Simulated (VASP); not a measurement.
SiC:

```
CELL_PARAMETERS angstrom
2.95666 0.00000 0.00000
-1.47833 2.56054 0.00000
0.00000 0.00000 4.66117
ATOMIC_POSITIONS crystal
Si 0.33333 0.66667 0.00456
Si 0.66667 0.33333 0.50456
C 0.33333 0.66667 0.38044
C 0.66667 0.33333 0.88044
```

This cell differs from its parent crystal: volume 8.822 Å^3 an atom, c/a of the conventional cell 1.5765.

```yaml
Program: VASP 6.6.1
Task: relaxation of the atoms
Functional: PBE
Potentials_or_basis: VASP PAW PBE potentials, release 64 (Si, C)
Cutoff: 520 eV
k_mesh: 12 × 12 × 6
Occupations: gaussian, width 0.05 eV
Spin: no spin polarisation
```

At the start: pressure 52.3 GPa; volume 8.82 Å³/atom.

Where does the relaxation end?

Over 3 steps the energy falls by 7.9 meV/atom; space group P6_3mc (No. 186, to 0.05 Å).

The path:
```csv
step,energy change (eV),largest force (eV/Å),pressure (GPa)
1,0.0000,0.9445,52.29
2,0.0423,1.2282,51.16
3,-0.0314,0.0010,51.54
```

Final structure:
```
CELL_PARAMETERS angstrom
2.95666 0.00000 0.00000
-1.47833 2.56054 0.00000
0.00000 0.00000 4.66117
ATOMIC_POSITIONS crystal
Si 0.33333 0.66667 0.00089
Si 0.66667 0.33333 0.50089
C 0.33333 0.66667 0.38411
C 0.66667 0.33333 0.88411
```

Caveat: the cell differs from its parent crystal (volume 8.822 Å^3 an atom, c/a of the conventional cell 1.5765).
